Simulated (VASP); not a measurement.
BaTiO3: single point with r2SCAN

Crystal: BaTiO3.

```
Ba Ti O
1.0
     2.77618    1.60283    2.27642
    -2.77618    1.60283    2.27642
     0.00000   -3.20566    2.27642
Ba Ti O
1 1 3
Direct
  0.00000 0.00000 0.00000
  0.48450 0.48450 0.48450
  0.50860 0.50860 0.01750
  0.01750 0.50860 0.50860
  0.50860 0.01750 0.50860
```

```yaml
Program: VASP 6.6.1
Task: single point
Functional: r2SCAN
Potentials_or_basis: VASP PAW PBE potentials, release 64 (Ba_sv, Ti_sv, O)
Cutoff: 660 eV
k_mesh: 6 × 6 × 6
Occupations: gaussian, width 0.01 eV
Spin: no spin polarisation
```

* Pressure: 15.4 GPa
* Largest force: 0.888 eV/Å
* Band gap on the k mesh: 2.94 eV, indirect (least direct gap 3.30 eV)

Forces on the atoms (eV/Å):
```
Ba   0.000  0.000 -0.099
Ti   0.000  0.000  0.888
O    0.000  0.519 -0.263
O   -0.450 -0.260 -0.263
O    0.450 -0.260 -0.263
```

Stress tensor (GPa, compression positive):
```
15.73  0.00  0.00
 0.00 15.73  0.00
 0.00  0.00 14.82
```

Levels at points of the mesh, in eV from the valence-band top:
```csv
k point,band 16,band 17,band 18,band 19,band 20,band 21,band 22,band 23,band 24,band 25
"(0.00, 0.00, 0.00)",-1.43,-1.19,-0.50,-0.36,-0.36,2.94,2.94,3.08,5.22,5.22
"(0.50, 0.00, 0.00)",-2.16,-1.77,-1.67,-0.99,-0.86,3.13,4.48,4.59,5.20,7.14
"(0.50, 0.50, 0.00)",-2.90,-1.63,-0.87,-0.82,-0.10,4.57,4.57,4.95,5.92,8.84
"(0.50, 0.50, 0.50)",-2.37,-2.32,-0.02,-0.02,0.00,5.10,5.27,5.27,7.57,7.57
```

Run time: 120 s on 1 thread of Intel(R) Xeon(R) 6975P-C (Granite Rapids), on a shared host, peak memory 0.26 GiB.

Caveat: the PAW data sets were made with another functional, which shifts forces and pressure a little; spin-orbit coupling is left out, which moves the levels of the heavy elements. r2SCAN opens gaps a little over a GGA but as a rule still falls short of measured ones.
